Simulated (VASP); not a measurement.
A run of VASP 6.6.1 is set up as follows.

File INCAR:

```
SYSTEM = Rh
PREC = Accurate
ENCUT = 600
EDIFF = 1E-6
ISMEAR = 0
SIGMA = 0.1
LREAL = .FALSE.
LASPH = .TRUE.
NELM = 100
ALGO = Fast
ISIF = 3
LWAVE = .FALSE.
LCHARG = .FALSE.
GGA = PS
IBRION = 2
NSW = 70
EDIFFG = -0.008
PSTRESS = 300.0
```

KPOINTS

```
Automatic mesh
0
G
  18 18 6
  0 0 0
```

POSCAR

```
Rh
1.0
    2.6008688292      0.0000000000      0.0000000000
   -1.3004344146      2.2524184780      0.0000000000
    0.0000000000      0.0000000000      8.4849226367
Rh
4
Direct
    0.0000000000      0.0000000000      0.0000000000
    0.3333333333      0.6666666667      0.2500000000
    0.0000000000      0.0000000000      0.5000000000
    0.6666666667      0.3333333333      0.7500000000
```

Potentials or basis: VASP PAW PBE potentials, release 64 (Rh_pv).

Command:

```sh
$ cat potpaw_PBE.64/Rh_pv/POTCAR > POTCAR
$ mpirun -np 1 vasp_std > vasp.out
```

(1) Predict the band gap on the k mesh.

(2) What does it give for the space group after relaxing (to 0.05 Å)?

## Answers

(1) zero (band 30 reaches 14.70 eV, above the bottom of band 31 at 12.33 eV).

(2) P6_3/mmc (No. 194).

Caveat: the cell is relaxed towards a set pressure, so the enthalpy falls and the energy may rise.
